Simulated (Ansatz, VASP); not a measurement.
One calculation of Mg, two programs

```
Mg
1.0
     4.50661    2.22683   -2.22683
     2.25330    4.46454    2.23771
     4.54125   -2.26147    2.26147
Mg
6
Direct
  0.50000 0.00000 0.50000
  0.83333 0.33333 0.50000
  0.00000 0.00000 0.00000
  0.33333 0.33333 0.00000
  0.66667 0.66667 0.00000
  0.16667 0.66667 0.50000
```

Alike in both runs: functional PBEsol; k mesh 10 × 10 × 8; occupations gaussian, width 0.1 eV; no spin polarisation.

Ansatz relaxed the structure, and its values are those at the end. VASP's run is a single point on that final structure, the one shown.

```csv
,VASP,Ansatz
version,VASP 6.6.1,Ansatz 0.2.0
potentials or method,"VASP PAW PBE potentials, release 64 (Mg), cutoff 520 eV","scalar-relativistic, plane waves, PAW"
valence electrons in the cell,12,60
```

```tsv
	VASP	Ansatz	Ansatz less VASP
gap on the k mesh at the Fermi level (eV)	none	none	-
pressure (GPa)	0.0	0.0	+0.05
```

VASP's potentials were made for PBE, not for PBEsol. A gap of «none» marks a metal or a gap that the smearing closes. VASP's potentials hold 12 valence electrons a cell and Ansatz's 60, so a difference there can come from the potentials and not from the codes.
